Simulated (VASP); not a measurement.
A run of VASP 6.6.1:

Contents of INCAR:

```
SYSTEM = CdF3
ALGO     = Normal         ! electronic algorithm
EDIFF    = 1E-6           ! SCF threshold, eV
ENCUT    = 700            ! plane-wave cutoff, eV
GGA      = PE             ! functional
GGA_COMPAT= .False.      
ISIF     = 2              ! what is computed and relaxed
ISMEAR   = 0              ! smearing method
LASPH    = .True.         ! aspherical terms in the spheres
LCHARG   = .False.        ! write CHGCAR
LREAL    = .False.        ! projectors in reciprocal space
LWAVE    = .False.        ! write WAVECAR
NBANDS   = 51             ! bands
NELM     = 120            ! most SCF steps
PREC     = Accurate       ! precision mode
SIGMA    = 0.1            ! smearing width, eV
```

KPOINTS

```
k-points
0
Gamma
  4 4 4
  0 0 0
```

The input POSCAR:

```
CdF3
1.0
    5.4877171654      0.0000000000      0.0000000000
    0.0000000000      3.7370631905      0.0000000000
    0.0000000000      0.0000000000      6.2226295297
Cd F
2 6
Direct
    0.5000000000      0.0000000000     -0.1510396411
    0.0000000000      0.5000000000      1.1510396411
    0.7555922238      0.0000000000      0.1461569163
    0.2444077762      0.0000000000      0.1461569163
    0.2555922238      0.5000000000      0.8538430837
    0.7444077762      0.5000000000      0.8538430837
    0.5000000000      0.0000000000      0.5166676770
    0.0000000000      0.5000000000      0.4833323230
```

Potentials or basis: VASP PAW PBE potentials, release 64 (Cd_sv_GW, F).

Command:

```console
$ cat potpaw_PBE.64/Cd_sv_GW/POTCAR potpaw_PBE.64/F/POTCAR > POTCAR
$ mpirun -np 1 vasp_std > vasp.out
```

Hardware: 1 thread of Intel(R) Xeon(R) 6975P-C (Granite Rapids), with other jobs on the host.

Task: How long does it take, and how much memory?

Result: Wall time 3 min on 1 thread of Intel(R) Xeon(R) 6975P-C (Granite Rapids), with other jobs on the host, peak memory 0.41 GiB. Counts: scf iterations 16, k points 27.
